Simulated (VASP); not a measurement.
CdS:

```
Cd S
1.0
     0.00000    2.75324    2.75324
     2.75324    0.00000    2.75324
     2.75324    2.75324    0.00000
Cd S
1 1
Cartesian
  0.0000 0.0000 0.0000
  2.7532 2.7532 2.7532
```

- Program: VASP 6.6.1
- Task: relaxation of cell and atoms
- Functional: BLYP
- Potentials or basis: VASP PAW PBE potentials, release 64 (Cd_sv_GW, S)
- Cutoff: 540 eV
- k mesh: 8 × 8 × 8
- Occupations: fermi-dirac, width 0.05 eV
- Spin: no spin polarisation

At the start: pressure 3.0 GPa; volume 20.87 Å³/atom.

**Question.** Where does the relaxation end?

**Answer.** Over 3 steps the energy falls by 7.4 meV/atom and the volume is 21.70 Å³/atom (+4.0 %); space group Fm-3m (No. 225, to 0.05 Å).

The path:
| step | energy change (eV) | largest force (eV/Å) | pressure (GPa) | volume (Å³) |
| --- | --- | --- | --- | --- |
| 1 | 0.0000 | 0.0000 | 2.96 | 41.74 |
| 2 | -0.0123 | 0.0000 | -1.10 | 44.11 |
| 3 | -0.0148 | 0.0000 | -0.01 | 43.40 |

Final structure:
```xyz
2
Lattice="0.0000 2.7892 2.7892 2.7892 0.0000 2.7892 2.7892 2.7892 0.0000" Properties=species:S:1:pos:R:3 pbc="T T T"
Cd    0.0000    0.0000    0.0000
S     2.7892    2.7892    2.7892
```

Caveat: the PAW data sets were made with another functional, which shifts forces and pressure a little.
